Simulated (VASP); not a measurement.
# Be7B (Im-3m) in VASP: a series of runs, part 2 of 2

VASP 6.6.1. Earlier steps stand in the parts before.

**5. Single point, PBE**

This run uses another cell than the first one, of 7.48 Å³/atom, 0.984 times its volume.

Contents of INCAR:

```
SYSTEM = Be7B
PREC = Accurate
ENCUT = 520
EDIFF = 1E-6
ISMEAR = 0
SIGMA = 0.1
LREAL = .FALSE.
LASPH = .TRUE.
NELM = 100
ALGO = Normal
ISIF = 2
LWAVE = .FALSE.
LCHARG = .FALSE.
GGA = PE
NBANDS = 18
```

Contents of KPOINTS:

```
Automatic mesh
0
G
  6 6 6
  0 0 0
```

Contents of POSCAR:

```
Be7B
1.0
   -2.4638978000      2.4638978000      2.4638978000
    2.4638978000     -2.4638978000      2.4638978000
    2.4638978000      2.4638978000     -2.4638978000
Be B
7 1
Direct
    0.0000000000      0.5000000000      0.5000000000
    0.5000000000      0.5000000000      0.0000000000
    0.5000000000      0.0000000000      0.5000000000
    0.0000000000      0.0000000000      0.5000000000
    0.0000000000      0.5000000000      0.0000000000
    0.5000000000      0.0000000000      0.0000000000
    0.5000000000      0.5000000000      0.5000000000
    0.0000000000      0.0000000000      0.0000000000
```

Potentials or basis: VASP PAW PBE potentials, release 64 (Be, B).

Command:

```
> cat potpaw_PBE.64/Be/POTCAR potpaw_PBE.64/B/POTCAR > POTCAR
> mpirun -np 1 vasp_std > vasp.out
```

OUTCAR:

```text
SYSTEM = Be7B
   PREC = Accurate
   ENCUT = 520
   EDIFF = 1E-6
   ISMEAR = 0
   LREAL = .FALSE.
   LASPH = .TRUE.
   NELM = 100
   ISIF = 2
   GGA = PE

 ion  position               nearest neighbor table
   1  0.000  0.500  0.500-   4 2.13   5 2.13   6 2.13   7 2.13   5 2.13   4 2.13   7 2.13   6 2.13

   2  0.500  0.500  0.000-   4 2.13   5 2.13   6 2.13   7 2.13   7 2.13   6 2.13   5 2.13   4 2.13

   3  0.500  0.000  0.500-   4 2.13   5 2.13   6 2.13   7 2.13   6 2.13   7 2.13   4 2.13   5 2.13
[... 7 lines left out ...]
   7  0.500  0.500  0.500-   1 2.13   2 2.13   3 2.13   8 2.13   2 2.13   3 2.13   1 2.13   8 2.13

   8  0.000  0.000  0.000-   4 2.13   5 2.13   6 2.13   7 2.13   4 2.13   5 2.13   6 2.13   7 2.13

  LATTYP: Found a body centered cubic cell.
 ALAT       =     4.9277956000

  Lattice vectors:

 A1 = (  -2.4638978000,   2.4638978000,   2.4638978000)
 A2 = (   2.4638978000,  -2.4638978000,   2.4638978000)
 A3 = (   2.4638978000,   2.4638978000,  -2.4638978000)

Analysis of symmetry for initial positions (statically):
=====================================================================
 Subroutine PRICEL returns:
 Original cell was already a primitive cell.

 Routine SETGRP: Setting up the symmetry group for a
 body centered cubic supercell.

 Subroutine GETGRP returns: Found 48 space group operations
 (whereof 48 operations were pure point group operations)
 out of a pool of 48 trial point group operations.

The static configuration has the point symmetry O_h .

Analysis of symmetry for dynamics (positions and initial velocities):
=====================================================================
 Subroutine PRICEL returns:
 Original cell was already a primitive cell.

 Routine SETGRP: Setting up the symmetry group for a
 body centered cubic supercell.

[... 130 lines left out ...]
  Thomas-Fermi vector in A             =   2.212134
   LORBIT       =      0    0 simple, 1 ext, 2 COOP (PROOUT), +10 PAW based schemes
   GGA     = PE    functional components
   LHFCALC =     F    Hartree Fock is set to
   AEXX    =    0.0000 exact exchange contribution
   IVDW    =     0    specifies the selected vdW correction
   LEPSILON=     F    determine dielectric tensor
   LRPA    =     F    only Hartree local field effects (RPA)
 non-spin polarized calculation
 Gauss-broadening in eV      SIGMA  =   0.10
  energy-cutoff  :      520.00
  volume of cell :       59.83
 maximum number of plane-waves:      1638
   NGX = 15   NGY = 15   NGZ = 15

 number of electron      17.0000000 magnetization

 Free energy of the ion-electron system (eV)
  ---------------------------------------------------
  ext. energy  EPLUGINS =         0.00000000
  ---------------------------------------------------
  free energy    TOTEN  =       -30.81929729 eV

  energy without entropy =      -30.80088061  energy(sigma->0) =      -30.81008895

 E-fermi :   8.1794     XC(G=0): -10.9396

 val. band max:        8.0266496167   @ k =  -0.3333   0.3333   0.1667
 cond. band min:       8.1924735450   @ k =   0.5000   0.5000   0.5000
 fundamental gap:      0.1658239283
 Fermi energy:         8.1793580466

 k-point     1 :       0.0000    0.0000    0.0000
  band No.  band energies     occupation
      1      -4.9201      2.00000
      2       2.2828      2.00000
      3       2.2828      2.00000
      4       2.2828      2.00000
      5       2.8546      2.00000
      6       2.8546      2.00000
[... 313 lines left out ...]
      5       0.3051      2.00000
      6       0.3051      2.00000
[... 10 lines left out ...]
     17      18.0382      0.00000
     18      18.0438      0.00000

------------------------ aborting loop because EDIFF is reached ----------------------------------------

  FORCE on cell =-STRESS in cart. coord.  units (eV):
  Direction    XX          YY          ZZ          XY          YZ          ZX
  --------------------------------------------------------------------------------------
  -------------------------------------------------------------------------------------
  Total        1.1383696      1.1383696      1.1383696     -0.0000000     -0.0000000      0.0000000
  in kB       30.4835678     30.4835678     30.4835678     -0.0000000     -0.0000000      0.0000000
  external PRESSURE =      30.4835678 kB  Pullay stress =       0.0000000 kB

 VOLUME and BASIS-vectors are now :
 -----------------------------------------------------------------------------
  energy-cutoff  :      520.00
  volume of cell :       59.83
      direct lattice vectors                 reciprocal lattice vectors
    -2.463897800  2.463897800  2.463897800     0.000000000  0.202930495  0.202930495
     2.463897800 -2.463897800  2.463897800     0.202930495  0.000000000  0.202930495
     2.463897800  2.463897800 -2.463897800     0.202930495  0.202930495  0.000000000

 POSITION                                       TOTAL-FORCE (eV/Angst)
 -----------------------------------------------------------------------------------
      2.46390      0.00000      0.00000         0.000000      0.000000      0.000000
      0.00000      0.00000      2.46390         0.000000      0.000000     -0.000000
      0.00000      2.46390      0.00000         0.000000      0.000000     -0.000000
      1.23195      1.23195     -1.23195        -0.000000      0.000000      0.000000
      1.23195     -1.23195      1.23195        -0.000000     -0.000000     -0.000000
     -1.23195      1.23195      1.23195         0.000000      0.000000      0.000000
      1.23195      1.23195      1.23195         0.000000      0.000000     -0.000000
      0.00000      0.00000      0.00000         0.000000      0.000000     -0.000000
 -----------------------------------------------------------------------------------
    total drift:                               -0.000000      0.000000      0.000000

  FREE ENERGIE OF THE ION-ELECTRON SYSTEM (eV)
  ---------------------------------------------------
  free  energy   TOTEN  =       -30.8192972903 eV

  energy  without entropy=      -30.8008806087  energy(sigma->0) =      -30.81008895
```

OSZICAR:

```text
N       E                     dE             d eps       ncg     rms          rms(c)
DAV:   1     0.162714662675E+02    0.16271E+02   -0.65919E+03   576   0.808E+02
DAV:   2    -0.293389867641E+02   -0.45610E+02   -0.41745E+02   764   0.154E+02
DAV:   3    -0.310587723054E+02   -0.17198E+01   -0.16686E+01   792   0.235E+01
DAV:   4    -0.310725996020E+02   -0.13827E-01   -0.13796E-01   698   0.242E+00
DAV:   5    -0.310727158679E+02   -0.11627E-03   -0.11618E-03   784   0.196E-01    0.265E+00
DAV:   6    -0.308884174491E+02    0.18430E+00   -0.51066E-02   748   0.166E+00    0.159E+00
DAV:   7    -0.308240713792E+02    0.64346E-01   -0.21207E-02   712   0.123E+00    0.521E-01
DAV:   8    -0.308193273955E+02    0.47440E-02   -0.15912E-03   718   0.423E-01    0.601E-02
DAV:   9    -0.308192949100E+02    0.32486E-04   -0.12387E-04   752   0.726E-02    0.942E-03
DAV:  10    -0.308192961328E+02   -0.12229E-05   -0.37043E-06   738   0.126E-02    0.396E-03
DAV:  11    -0.308192971722E+02   -0.10393E-05   -0.53579E-07   430   0.471E-03    0.384E-04
DAV:  12    -0.308192972903E+02   -0.11819E-06   -0.30910E-08   362   0.179E-03
   1 F= -.30819297E+02 E0= -.30810089E+02  d E =-.184167E-01
```

stdout:

```text
POSCAR found type information on POSCAR BeB
 POSCAR found :  2 types and       8 ions
 scaLAPACK will be used
 LDA part: xc-table for (Slater+PW92), standard interpolation
 POSCAR, INCAR and KPOINTS ok, starting setup
 FFT: planning ... GRIDC
 FFT: planning ... GRID_SOFT
 FFT: planning ... GRID
 WAVECAR not read
 entering main loop
```

Run time: 22 s. Hardware: 1 thread of Intel Xeon 8259CL, shared host; peak memory 0.17 GiB.

Results:

| Item | Value |
| --- | --- |
| Free energy | -30.8193 eV |
| Pressure | 3.0 GPa |

**6. The runs side by side**

| task | cell | k mesh | cutoff (eV) | gap on the mesh (eV) | pressure (GPa) |
| --- | --- | --- | --- | --- | --- |
| single point | a = 4.291 Å, angles 109.5°, 8 atoms | 12 × 12 × 12 | 520 | none | 0.2 |
| relaxation of cell and atoms | relaxed from a = 4.268 Å, angles 109.5°, 8 atoms | 12 × 12 × 12 | 600 | none | 0.0 |
| single point | a = 4.268 Å, angles 109.5°, 8 atoms | 6 × 6 × 6 | 520 | none | 3.0 |

Alike in all rows: level PBE; potentials or basis VASP PAW PBE potentials, release 64 (Be, B); no spin polarisation; smearing gaussian 0.1 eV.

Absolute energies hang on the potentials; compare differences alone.
